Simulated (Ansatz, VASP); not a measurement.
## Si7Mo in VASP and in Ansatz

```xyz
8
Lattice="0.0000 3.8319 3.8319 3.8319 0.0000 3.8319 3.8319 3.8319 0.0000" Properties=species:S:1:pos:R:3 pbc="T T T"
Si    3.8319    1.9159    1.9159
Si    1.9159    3.8319    1.9159
Si    3.8319    3.8319    3.8319
Si    1.9159    1.9159    0.0000
Si    0.0000    1.9159    1.9159
Si    1.9159    0.0000    1.9159
Si    1.9159    1.9159    3.8319
Mo    0.0000    0.0000    0.0000
```

Alike in both runs: task relaxation of cell and atoms; functional PBE; k mesh 8 × 8 × 8; occupations gaussian, width 0.1 eV; no spin polarisation.

|  | VASP | Ansatz |
| --- | --- | --- |
| version | VASP 6.6.1 | Ansatz 0.2.0 |
| potentials or method | VASP PAW PBE potentials, release 64 (Si, Mo_sv), cutoff 600 eV | scalar-relativistic, plane waves, PAW |
| valence electrons in the cell | 42 | 42 |

```csv
,VASP,Ansatz,Ansatz less VASP
"gap on the k mesh at the Fermi level, each at its own relaxed structure (eV)",none,none,-
relaxed volume (Å³/atom),13.95,13.95,+0.006
relaxed length of the cell vector where the two differ most in proportion (Å),5.404,5.404,+0.0008
```

A gap of «none» marks a metal or a gap that the smearing closes.
